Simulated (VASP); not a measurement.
PtSe2, 6 atoms in the cell. It takes space group P4_2/mnm (No. 136, tetragonal). The conventional cell has a = 5.747 Å, b = 5.747 Å, c = 3.981 Å, α = 90.00°, β = 90.00°, γ = 90.00°. Within 3.3 Å of Pt (site symmetry mmm) lie 6 Se at 2.51 to 2.52 Å. Within 3.3 Å of Se (site symmetry m2m) lie 3 Pt at 2.51 to 2.52 Å and 1 Se at 3.10 Å. 

| Quantity | Value |
| --- | --- |
| Program | VASP 6.6.1 |
| Task | single point |
| Functional | r2SCAN |
| Potentials or basis | VASP PAW PBE potentials, release 64 (Pt, Se) |
| Cutoff | 520 eV |
| k mesh | 4 × 4 × 6 |
| Occupations | fermi-dirac, width 0.02 eV |
| Spin | no spin polarisation |
| Dipole correction | no |
| Further INCAR settings | ALGO = Normal; EDIFF = 1e-06; NBANDS = 31 |

Potentials or basis: VASP PAW PBE potentials, release 64 (Pt, Se).

The run is started by

```bash
$ cat potpaw_PBE.64/Pt/POTCAR potpaw_PBE.64/Se/POTCAR > POTCAR
$ cp INCAR.step1 INCAR
$ mpirun -np 1 vasp_std > vasp.out
$ cp INCAR.step2 INCAR
$ mpirun -np 1 vasp_std > vasp.out
```

Hardware: 1 thread of AMD EPYC 9R45 (Zen 5) (shared host).

Q: Estimate the wall time of this run.

A: It took 3.9 min on 1 thread of AMD EPYC 9R45 (Zen 5), on a shared host, peak memory 0.29 GiB. Counts: k points 24.
